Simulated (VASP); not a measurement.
Wanted: the native input for a VASP 6.6.1 run.

* Task: single point
* Functional: PBE
* Potentials or basis: VASP PAW PBE potentials, release 64 (K_sv, Br)
* Cutoff: 520 eV
* k mesh: 7 × 7 × 7
* Occupations: fermi-dirac, width 0.01 eV
* Spin: no spin polarisation
* Dipole correction: no
* Further INCAR settings: ALGO = Normal; EDIFF = 1e-06; NBANDS = 15

The structure of KBr lies in POSCAR:

```
KBr
1.0
    0.0000000000      3.3197119778      3.3197119778
    3.3197119778      0.0000000000      3.3197119778
    3.3197119778      3.3197119778      0.0000000000
K Br
1 1
Direct
    0.0000000000      0.0000000000      0.0000000000
    0.5000000000      0.5000000000      0.5000000000
```

This cell differs from its parent crystal: volume scaled by 1.025.

One way to write it, as run:

INCAR

```
SYSTEM = KBr
ALGO = Normal ; EDIFF = 1E-6
ENCUT = 520 ; GGA = PE
ISIF = 2 ; ISMEAR = -1
LASPH = .TRUE. ; LCHARG = .FALSE.
LREAL = .FALSE. ; LWAVE = .FALSE.
NBANDS = 15 ; NELM = 100
PREC = Accurate ; SIGMA = 0.01
```

KPOINTS

```
k-points
0
G
  7 7 7
  0 0 0
```

Potentials or basis: VASP PAW PBE potentials, release 64 (K_sv, Br).

Command:

```bash
$ cat potpaw_PBE.64/K_sv/POTCAR potpaw_PBE.64/Br/POTCAR > POTCAR
$ mpirun -np 1 vasp_std > vasp.out
```

It gave:

```yaml
Pressure: 0.5 GPa
Band_gap_on_the_k_mesh: 4.39 eV, direct
```

Run time: 12 s on 1 thread of Intel(R) Xeon(R) 6975P-C (Granite Rapids), on a shared host, peak memory 0.2 GiB.
